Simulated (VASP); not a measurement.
Write the native input for VASP 6.6.1 that does the following.

```
Task                   : single point
Functional             : LDA
Potentials or basis    : VASP PAW LDA potentials, release 64 (Ta_pv, S)
Cutoff                 : 520 eV
k mesh                 : 8 × 8 × 1
Occupations            : gaussian, width 0.1 eV
Spin                   : no spin polarisation
Dipole correction      : yes
Further INCAR settings : ALGO = Normal; EDIFF = 1e-06; NBANDS = 33
```

The structure of Ta4S lies in POSCAR:

```
Ta4S
1.0
    3.2528501163      0.0000000000      0.0000000000
    0.0000000000      3.2528501163      0.0000000000
    0.0000000000      0.0000000000     20.2133955625
Ta S
4 1
Direct
    0.5000000000      0.5000000000      0.1978885728
    0.0000000000      0.0000000000      0.2783513062
    0.5000000000      0.5000000000      0.3580225063
   -0.0075963417     -0.0957888843      0.4481893703
    0.1250000000      0.3750000000      0.5295638522
```

The input as run:

INCAR

```
SYSTEM = Ta4S
PREC     = Accurate       ! precision mode
ENCUT    = 520            ! plane-wave cutoff, eV
EDIFF    = 1E-6           ! SCF threshold, eV
ISMEAR   = 0              ! smearing method
SIGMA    = 0.1            ! smearing width, eV
LREAL    = .FALSE.        ! projectors in reciprocal space
LASPH    = .TRUE.         ! aspherical terms in the spheres
NELM     = 60             ! most SCF steps
ALGO     = Normal         ! electronic algorithm
ISIF     = 2              ! what is computed and relaxed
LWAVE    = .FALSE.        ! write WAVECAR
LCHARG   = .FALSE.        ! write CHGCAR
LDIPOL   = .TRUE.       
IDIPOL   = 3            
DIPOL    = 0.5 0.5 0.362
GGA      = CA             ! functional
NBANDS   = 33             ! bands
```

KPOINTS

```
Automatic mesh
0
G
  8 8 1
  0 0 0
```

Potentials or basis: VASP PAW LDA potentials, release 64 (Ta_pv, S).

Command:

```console
$ cat potpaw_LDA.64/Ta_pv/POTCAR potpaw_LDA.64/S/POTCAR > POTCAR
$ mpirun -np 1 vasp_std > vasp.out
```

It gave:

```json
{"Largest force": "1.440 eV/Å", "Band gap on the k mesh": "zero (bands 25 and 26 overlap by 0.58 eV)"}
```

Caveat: spin-orbit coupling is left out, which moves the levels of the heavy elements.

It took 2.8 min on 1 thread of Intel(R) Xeon(R) 6975P-C (Granite Rapids) (shared host), peak memory 0.33 GiB.
